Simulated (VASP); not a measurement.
# SiC in VASP: notebook

Runs on SiC. Level: PBEsol. Tasks: single point.

All numbers are computed with VASP 6.6.1; they aren't measurements. Logs are shortened: lines on timing, memory, paths and dates and some standing lists are left out, and cuts for length are marked.

## 1. The cell of the first run

Symmetry: R3m, No. 160, trigonal system. Conventional cell: a = 3.081 Å, b = 3.081 Å, c = 7.546 Å, α = 90.00°, β = 90.00°, γ = 120.00°. Si (site symmetry 3m) has 4 C at 1.87 to 1.89 Å within 2.5 Å. Within 2.5 Å of C (site symmetry 3m) lie 4 Si at 1.87 to 1.89 Å.

## 2. Single point, PBEsol (atom 1 moved by [-0.01, -0.01, -0.01] A)

Contents of INCAR:

```
PREC = Accurate ; ENCUT = 520
EDIFF = 1E-6 ; ISMEAR = 0
SIGMA = 0.01 ; LREAL = F
LASPH = T ; NELM = 100
ALGO = Normal ; ISIF = 2
LWAVE = F ; LCHARG = F
GGA = PS ; NBANDS = 11
```

Contents of KPOINTS:

```
regular mesh
0
Gamma
  10 10 10
```

Contents of POSCAR:

```
SiC
1.0
    0.0000000000      2.1784118705      2.1784118705
    2.1784118705      0.0000000000      2.1784118705
    2.1784118705      2.1784118705      0.0000000000
Si C
1 1
Direct
   -0.0022952501     -0.0022952501     -0.0022952501
    0.7500000000      0.7500000000      0.7500000000
```

Potentials or basis: VASP PAW PBE potentials, release 64 (Si, C).

Started as:

```sh
$ cat potpaw_PBE.64/Si/POTCAR potpaw_PBE.64/C/POTCAR > POTCAR
$ mpirun -np 1 vasp_std > vasp.out
```

OUTCAR:

```text
PREC = Accurate
   ENCUT = 520
   EDIFF = 1E-6
   ISMEAR = 0
   LREAL = F
   LASPH = T
   NELM = 100
   ISIF = 2
   GGA = PS

 ion  position               nearest neighbor table
   1  0.998  0.998  0.998-   2 1.87   2 1.89   2 1.89   2 1.89
   2  0.750  0.750  0.750-   1 1.87   1 1.89   1 1.89   1 1.89

  LATTYP: Found a face centered cubic cell.
 ALAT       =     4.3568237410

  Lattice vectors:

 A1 = (   0.0000000000,   2.1784118705,   2.1784118705)
 A2 = (   2.1784118705,   0.0000000000,   2.1784118705)
 A3 = (   2.1784118705,   2.1784118705,   0.0000000000)

Analysis of symmetry for initial positions (statically):
=====================================================================
 Subroutine PRICEL returns:
 Original cell was already a primitive cell.

 Routine SETGRP: Setting up the symmetry group for a
 face centered cubic supercell.

 Subroutine GETGRP returns: Found  6 space group operations
 (whereof  6 operations were pure point group operations)
 out of a pool of 48 trial point group operations.

The static configuration has the point symmetry C_3v.

Analysis of symmetry for dynamics (positions and initial velocities):
=====================================================================
 Subroutine PRICEL returns:
 Original cell was already a primitive cell.

 Routine SETGRP: Setting up the symmetry group for a
 face centered cubic supercell.

 Subroutine GETGRP returns: Found  6 space group operations
 (whereof  6 operations were pure point group operations)
 out of a pool of 48 trial point group operations.

The dynamic configuration has the point symmetry C_3v.

 Subroutine INISYM returns: Found  6 space group operations
 (whereof  6 operations are pure point group operations),
 and found     1 'primitive' translations

----------------------------------------------------------------------------------------

                                     Primitive cell

  volume of cell :      20.6752

  direct lattice vectors                    reciprocal lattice vectors
     0.000000000  2.178411871  2.178411871    -0.229525007  0.229525007  0.229525007
     2.178411871  0.000000000  2.178411871     0.229525007 -0.229525007  0.229525007
     2.178411871  2.178411871  0.000000000     0.229525007  0.229525007 -0.229525007

  length of vectors
     3.080739612  3.080739612  3.080739612     0.397548974  0.397548974  0.397548974

  position of ions in fractional coordinates (direct lattice)
     0.997704750  0.997704750  0.997704750
     0.750000000  0.750000000  0.750000000

  ion indices of the primitive-cell ions
   primitive index   ion index
                 1           1
                 2           2

[... 84 lines left out ...]
   EMIN   =  10.00;   EMAX   =-10.00  energy-range for DOS
   EFERMI =   0.00;   METHOD = LEGACY
   ISMEAR =     0;   SIGMA  =   0.01  broadening in eV -4-tet -1-fermi 0-gaus
   EFERMI_NEDOS =   21; number of points for ismear=-14 and -15
   IALGO  =     38    algorithm
   IMIX   =      4    mixing-type and parameters
     AMIX     =   0.40;   BMIX     =  1.00
     AMIX_MAG =   1.60;   BMIX_MAG =  1.00
  volume/ion in A,a.u.               =      10.34        69.76
  Fermi-wavevector in a.u.,A,eV,Ry     =   1.192948  2.254345 19.362789  1.423125
  Thomas-Fermi vector in A             =   2.328974
   LORBIT       =      0    0 simple, 1 ext, 2 COOP (PROOUT), +10 PAW based schemes
   GGA     = PS    functional components
   LHFCALC =     F    Hartree Fock is set to
   AEXX    =    0.0000 exact exchange contribution
   IVDW    =     0    specifies the selected vdW correction
   LEPSILON=     F    determine dielectric tensor
   LRPA    =     F    only Hartree local field effects (RPA)
 non-spin polarized calculation
 Gauss-broadening in eV      SIGMA  =   0.01
  energy-cutoff  :      520.00
  volume of cell :       20.68
 maximum number of plane-waves:       568
   NGX = 11   NGY = 11   NGZ = 11

 number of electron       8.0000001 magnetization

 Free energy of the ion-electron system (eV)
  ---------------------------------------------------
  ext. energy  EPLUGINS =         0.00000000
  ---------------------------------------------------
  free energy    TOTEN  =       -15.91200061 eV

  energy without entropy =      -15.91200061  energy(sigma->0) =      -15.91200061

 E-fermi :   8.1992     XC(G=0): -11.5084

 val. band max:        8.1126994505   @ k =   0.0000   0.0000   0.0000
 cond. band min:       9.2979588084   @ k =   0.5000   0.5000   0.0000
 fundamental gap:      1.1852593579
 Fermi energy:         8.1992490904

 k-point     1 :       0.0000    0.0000    0.0000
  band No.  band energies     occupation
      1      -7.3651      2.00000
      2       7.9702      2.00000
      3       8.1127      2.00000
      4       8.1127      2.00000
      5      14.2609      0.00000
      6      15.2939      0.00000
      7      15.2939      0.00000
      8      15.3548      0.00000
      9      22.5260      0.00000
     10      22.5260      0.00000
     11      24.3393      0.00000
[... 309 lines left out ...]
 k-point    24 :       0.5000    0.4000    0.5000
  band No.  band energies     occupation
      1      -3.6941      2.00000
      2      -0.2970      2.00000
      3       6.2814      2.00000
      4       6.7433      2.00000
      5      13.5871      0.00000
      6      14.9676      0.00000
      7      15.8750      0.00000
      8      18.6853      0.00000
      9      22.8294      0.00000
     10      25.1464      0.00000
     11      25.2168      0.00000

 [... further k-points ...]

------------------------ aborting loop because EDIFF is reached ----------------------------------------

  FORCE on cell =-STRESS in cart. coord.  units (eV):
  Direction    XX          YY          ZZ          XY          YZ          ZX
  --------------------------------------------------------------------------------------
  -------------------------------------------------------------------------------------
  Total        0.0504907      0.0504907      0.0504907      0.0900271      0.0900271      0.0900271
  in kB        3.9126573      3.9126573      3.9126573      6.9764420      6.9764420      6.9764420
  external PRESSURE =       3.9126573 kB  Pullay stress =       0.0000000 kB

 VOLUME and BASIS-vectors are now :
 -----------------------------------------------------------------------------
  energy-cutoff  :      520.00
  volume of cell :       20.68
      direct lattice vectors                 reciprocal lattice vectors
     0.000000000  2.178411871  2.178411871    -0.229525007  0.229525007  0.229525007
     2.178411871  0.000000000  2.178411871     0.229525007 -0.229525007  0.229525007
     2.178411871  2.178411871  0.000000000     0.229525007  0.229525007 -0.229525007

 POSITION                                       TOTAL-FORCE (eV/Angst)
 -----------------------------------------------------------------------------------
      4.34682      4.34682      4.34682         0.199062      0.199062      0.199062
      3.26762      3.26762      3.26762        -0.199062     -0.199062     -0.199062
 -----------------------------------------------------------------------------------
    total drift:                               -0.000015     -0.000015     -0.000015

  FREE ENERGIE OF THE ION-ELECTRON SYSTEM (eV)
  ---------------------------------------------------
  free  energy   TOTEN  =       -15.9120006139 eV

  energy  without entropy=      -15.9120006139  energy(sigma->0) =      -15.91200061
```

Wall time 9.4 s (1 thread of Intel Xeon Platinum 8488C (Sapphire Rapids), shared host); peak memory 0.15 GiB.

Results:

```
Free energy            : -15.9120 eV
Pressure               : 0.4 GPa
Largest force          : 0.345 eV/Å
Band gap on the k mesh : 1.19 eV, indirect (least direct gap 4.42 eV)
```

Forces on the atoms (eV/Å):
```
Si   0.199  0.199  0.199
C   -0.199 -0.199 -0.199
```

Caveat: the cell differs from its parent crystal (atom 1 moved by [-0.01, -0.01, -0.01] A); the PAW data sets were made with another functional, which shifts forces and pressure a little. A k mesh can miss the band edges.

## 3. Single point, PBEsol

Contents of INCAR:

```
SYSTEM = SiC
PREC = Accurate ; ENCUT = 520
EDIFF = 1E-6 ; ISMEAR = -1
SIGMA = 0.05 ; LREAL = .FALSE.
LASPH = .TRUE. ; NELM = 100
ALGO = Normal ; ISIF = 2
LWAVE = .FALSE. ; LCHARG = .FALSE.
GGA = PS ; NBANDS = 11
```

Contents of KPOINTS:

```
regular mesh
0
G
  16 16 16
  0 0 0
```

POSCAR, as its differences from that of step 2:

```diff
@@ -8,3 +8,3 @@
 Direct
-   -0.0022952501     -0.0022952501     -0.0022952501
+    0.0000000000      0.0000000000      0.0000000000
     0.7500000000      0.7500000000      0.7500000000
```

Potentials or basis: VASP PAW PBE potentials, release 64 (Si, C).

Started as:

```sh
$ cat potpaw_PBE.64/Si/POTCAR potpaw_PBE.64/C/POTCAR > POTCAR
$ mpirun -np 1 vasp_std > vasp.out
```

OUTCAR:

```text
SYSTEM = SiC
   PREC = Accurate
   ENCUT = 520
   EDIFF = 1E-6
   ISMEAR = -1
   LREAL = .FALSE.
   LASPH = .TRUE.
   NELM = 100
   ISIF = 2
   GGA = PS

 ion  position               nearest neighbor table
   1  0.000  0.000  0.000-   2 1.89   2 1.89   2 1.89   2 1.89
   2  0.750  0.750  0.750-   1 1.89   1 1.89   1 1.89   1 1.89

  LATTYP: Found a face centered cubic cell.
 ALAT       =     4.3568237410

  Lattice vectors:

 A1 = (   0.0000000000,   2.1784118705,   2.1784118705)
 A2 = (   2.1784118705,   0.0000000000,   2.1784118705)
 A3 = (   2.1784118705,   2.1784118705,   0.0000000000)

Analysis of symmetry for initial positions (statically):
=====================================================================
 Subroutine PRICEL returns:
 Original cell was already a primitive cell.

 Routine SETGRP: Setting up the symmetry group for a
 face centered cubic supercell.

 Subroutine GETGRP returns: Found 24 space group operations
 (whereof 24 operations were pure point group operations)
 out of a pool of 48 trial point group operations.

The static configuration has the point symmetry T_d .

Analysis of symmetry for dynamics (positions and initial velocities):
=====================================================================
 Subroutine PRICEL returns:
 Original cell was already a primitive cell.

 Routine SETGRP: Setting up the symmetry group for a
 face centered cubic supercell.

 Subroutine GETGRP returns: Found 24 space group operations
 (whereof 24 operations were pure point group operations)
 out of a pool of 48 trial point group operations.

The dynamic configuration has the point symmetry T_d .

 Subroutine INISYM returns: Found 24 space group operations
 (whereof 24 operations are pure point group operations),
 and found     1 'primitive' translations

[... 118 lines left out ...]
   LORBIT       =      0    0 simple, 1 ext, 2 COOP (PROOUT), +10 PAW based schemes
   GGA     = PS    functional components
   LHFCALC =     F    Hartree Fock is set to
   AEXX    =    0.0000 exact exchange contribution
   IVDW    =     0    specifies the selected vdW correction
   LEPSILON=     F    determine dielectric tensor
   LRPA    =     F    only Hartree local field effects (RPA)
 non-spin polarized calculation
  energy-cutoff  :      520.00
  volume of cell :       20.68
 maximum number of plane-waves:       568
   NGX = 11   NGY = 11   NGZ = 11

 number of electron       8.0000001 magnetization

 Free energy of the ion-electron system (eV)
  ---------------------------------------------------
  ext. energy  EPLUGINS =         0.00000000
  ---------------------------------------------------
  free energy    TOTEN  =       -15.91512400 eV

  energy without entropy =      -15.91512398  energy(sigma->0) =      -15.91512399

 E-fermi :   8.7281     XC(G=0): -11.5085

 val. band max:        8.0654767753   @ k =   0.0000   0.0000   0.0000
 cond. band min:       9.2986875608   @ k =   0.5000   0.5000   0.0000
 fundamental gap:      1.2332107855
 Fermi energy:         8.7281149010

 k-point     1 :       0.0000    0.0000    0.0000
  band No.  band energies     occupation
      1      -7.3650      2.00000
      2       8.0655      2.00000
      3       8.0655      2.00000
      4       8.0655      2.00000
      5      14.2621      0.00000
      6      15.3137      0.00000
      7      15.3137      0.00000
      8      15.3137      0.00000
      9      22.5266      0.00000
     10      22.5266      0.00000
     11      24.3406      0.00000
[... 309 lines left out ...]
 k-point    24 :      -0.0625    0.0625    0.0000
  band No.  band energies     occupation
      1      -7.1605      2.00000
      2       7.1507      2.00000
      3       7.6536      2.00000
      4       8.0435      2.00000
      5      14.6388      0.00000
      6      15.2630      0.00000
      7      15.4403      0.00000
      8      15.9356      0.00000
      9      21.0568      0.00000
     10      21.9081      0.00000
     11      24.7400      0.00000

 [... further k-points ...]

------------------------ aborting loop because EDIFF is reached ----------------------------------------

  FORCE on cell =-STRESS in cart. coord.  units (eV):
  Direction    XX          YY          ZZ          XY          YZ          ZX
  --------------------------------------------------------------------------------------
  -------------------------------------------------------------------------------------
  Total        0.0455439      0.0455439      0.0455439     -0.0000000      0.0000000      0.0000000
  in kB        3.5293200      3.5293200      3.5293200     -0.0000000      0.0000000      0.0000000
  external PRESSURE =       3.5293200 kB  Pullay stress =       0.0000000 kB

 VOLUME and BASIS-vectors are now :
 -----------------------------------------------------------------------------
  energy-cutoff  :      520.00
  volume of cell :       20.68
      direct lattice vectors                 reciprocal lattice vectors
     0.000000000  2.178411871  2.178411871    -0.229525007  0.229525007  0.229525007
     2.178411871  0.000000000  2.178411871     0.229525007 -0.229525007  0.229525007
     2.178411871  2.178411871  0.000000000     0.229525007  0.229525007 -0.229525007

 POSITION                                       TOTAL-FORCE (eV/Angst)
 -----------------------------------------------------------------------------------
      0.00000      0.00000      0.00000        -0.000000     -0.000000     -0.000000
      3.26762      3.26762      3.26762         0.000000      0.000000      0.000000
 -----------------------------------------------------------------------------------
    total drift:                               -0.000000     -0.000000     -0.000000

  FREE ENERGIE OF THE ION-ELECTRON SYSTEM (eV)
  ---------------------------------------------------
  free  energy   TOTEN  =       -15.9151240030 eV

  energy  without entropy=      -15.9151239786  energy(sigma->0) =      -15.91512399
```

OSZICAR:

```text
N       E                     dE             d eps       ncg     rms          rms(c)
DAV:   1     0.325055430178E+01    0.32506E+01   -0.39973E+03  3305   0.615E+02
DAV:   2    -0.171051107027E+02   -0.20356E+02   -0.19483E+02  4057   0.110E+02
DAV:   3    -0.177125536490E+02   -0.60744E+00   -0.60625E+00  3923   0.160E+01
DAV:   4    -0.177146754128E+02   -0.21218E-02   -0.21216E-02  3630   0.121E+00
DAV:   5    -0.177146846000E+02   -0.91872E-05   -0.91872E-05  3923   0.737E-02    0.875E+00
DAV:   6    -0.159947816159E+02    0.17199E+01   -0.60407E+00  3583   0.109E+01    0.393E+00
DAV:   7    -0.159297368019E+02    0.65045E-01   -0.37393E-01  3837   0.345E+00    0.177E+00
DAV:   8    -0.159153032919E+02    0.14434E-01   -0.20972E-02  3655   0.921E-01    0.164E-01
DAV:   9    -0.159150784049E+02    0.22489E-03   -0.17345E-03  3935   0.220E-01    0.110E-01
DAV:  10    -0.159151235996E+02   -0.45195E-04   -0.12454E-04  3628   0.704E-02    0.253E-02
DAV:  11    -0.159151237424E+02   -0.14275E-06   -0.12547E-05  3847   0.194E-02    0.584E-03
DAV:  12    -0.159151240030E+02   -0.26067E-06   -0.71446E-07  2171   0.521E-03
   1 F= -.15915124E+02 E0= -.15915124E+02  d E =-.244592E-07
```

stdout:

```text
POSCAR found type information on POSCAR SiC
 POSCAR found :  2 types and       2 ions
 scaLAPACK will be used
 -----------------------------------------------------------------------------
|                                                                             |
|                                                                             |
|     You enforced a specific xc type in the INCAR file but a different       |
|     I HOPE YOU KNOW WHAT YOU ARE DOING!                                     |
|                                                                             |
 -----------------------------------------------------------------------------

 LDA part: xc-table for (Slater+PW92), standard interpolation
 POSCAR, INCAR and KPOINTS ok, starting setup
 FFT: planning ... GRIDC
 FFT: planning ... GRID_SOFT
 FFT: planning ... GRID
 WAVECAR not read
 entering main loop
```

Wall time 12 s (1 thread of Intel Xeon Platinum 8488C (Sapphire Rapids), shared host); peak memory 0.15 GiB.

Results:

- Free energy: -15.9151 eV
- Pressure: 0.4 GPa
- Band gap on the k mesh: 1.23 eV, indirect (least direct gap 4.44 eV)

Caveat: the PAW data sets were made with another functional, which shifts forces and pressure a little. A k mesh can miss the band edges.
